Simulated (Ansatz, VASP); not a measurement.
Al: VASP beside Ansatz

Contents of INCAR:

```
PREC     = Accurate       # precision mode
ENCUT    = 520            # plane-wave cutoff, eV
EDIFF    = 1E-6           # SCF threshold, eV
ISMEAR   = 0              # smearing method
SIGMA    = 0.15           # smearing width, eV
LREAL    = F              # projectors in reciprocal space
LASPH    = T              # aspherical terms in the spheres
NELM     = 80             # most SCF steps
ALGO     = Fast           # electronic algorithm
ISIF     = 2              # what is computed and relaxed
LWAVE    = F              # write WAVECAR
LCHARG   = F              # write CHGCAR
GGA      = PE             # functional
IVDW     = 12             # dispersion correction
NBANDS   = 14             # bands
```

File KPOINTS:

```
regular mesh
0
Gamma
  18 18 6
```

Contents of POSCAR:

```
Al
1.0
    2.7695899864      0.0000000000      0.0000000000
   -1.3847949932      2.3985352863      0.0000000000
    0.0000000000      0.0000000000      9.2404600307
Al
4
Direct
    0.0000000000      0.0000000000      0.0000000000
    0.3333333333      0.6666666667      0.2500000000
    0.0000000000      0.0000000000      0.5000000000
    0.6666666667      0.3333333333      0.7500000000
```

Input for Ansatz:

```yaml
crystal:
  lattice:
    - [2.7695899864, 0.0, 0.0]
    - [-1.3847949932, 2.3985352863, 0.0]
    - [0.0, 0.0, 9.2404600307]
  atoms:
    - { symbol: Al, position: [0.0, 0.0, 0.0] }
    - { symbol: Al, position: [0.3333333333, 0.6666666667, 0.25] }
    - { symbol: Al, position: [0.0, 0.0, 0.5] }
    - { symbol: Al, position: [0.6666666667, 0.3333333333, 0.75] }
basis:
  ecutwfc: 420
kpoints:
  mp_grid: { grid: [18, 18, 6] }
hamiltonian:
  xc: pbe
  dispersion: d3bj
scf:
  occupations: { method: gaussian, width: 0.15 }
output:
  forces: true
  stress: true
  eigenvalues: true
```

Alike in both runs: task single point; functional PBE; dispersion D3(BJ); k mesh 18 × 18 × 6; occupations gaussian, width 0.15 eV; no spin polarisation.

|  | VASP | Ansatz |
| --- | --- | --- |
| version | VASP 6.6.1 | Ansatz 0.2.0 |
| potentials or method | VASP PAW PBE potentials, release 64 (Al), cutoff 520 eV | scalar-relativistic, plane waves, PAW |
| valence electrons in the cell | 12 | 12 |

|  | VASP | Ansatz | Ansatz less VASP |
| --- | --- | --- | --- |
| gap on the k mesh at the Fermi level (eV) | none | none | - |
| pressure (GPa) | 3.0 | 3.0 | +0.03 |
| traceless stress, the component that is largest in VASP (GPa) | -1.49 | -1.49 | 0.000 |

A gap of «none» marks a metal or a gap that the smearing closes.
